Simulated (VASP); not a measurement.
## Al: single point with PBE

Crystal: Al.

```xyz
1
Lattice="0.0000 1.8621 2.1049 1.8621 0.0000 2.1049 1.8621 1.8621 0.0000" Properties=species:S:1:pos:R:3 pbc="T T T"
Al    0.0000    0.0000    0.0000
```

This cell differs from its parent crystal: strain -0.080 along x and y, +0.040 along z.

```
Program                : VASP 6.6.1
Task                   : single point
Functional             : PBE
Potentials or basis    : VASP PAW PBE potentials, release 64 (Al)
Cutoff                 : 520 eV
k mesh                 : 20 × 20 × 20
Occupations            : gaussian, width 0.15 eV
Spin                   : no spin polarisation
Dipole correction      : no
Further INCAR settings : ALGO = Normal; EDIFF = 1e-06; NBANDS = 8
```

```
Pressure               : 14.1 GPa
Band gap on the k mesh : zero (an odd number of electrons rules out a gap without spin polarisation)
```

Stress tensor (GPa, compression positive):
```
18.46  0.00  0.00
 0.00 18.46  0.00
 0.00  0.00  5.44
```

Levels at points of the mesh, in eV from the Fermi level:
| k point | band 1 | band 2 | band 3 | band 4 | band 5 |
| --- | --- | --- | --- | --- | --- |
| (0.00, 0.00, 0.00) | -11.98 | 12.54 | 14.06 | 14.06 | 15.82 |
| (0.50, 0.00, 0.00) | -5.03 | -4.46 | 10.33 | 10.51 | 13.65 |
| (0.50, 0.50, 0.00) | -4.34 | -3.30 | 6.38 | 7.96 | 7.96 |
| (0.50, 0.00, 0.50) | -2.49 | -0.75 | 5.00 | 5.12 | 6.02 |

Run time: 70 s on 1 thread of Intel Xeon 8259CL (shared host), peak memory 0.18 GiB.

Caveat: the cell differs from its parent crystal (strain -0.080 along x and y, +0.040 along z); the cell stands under pressure.
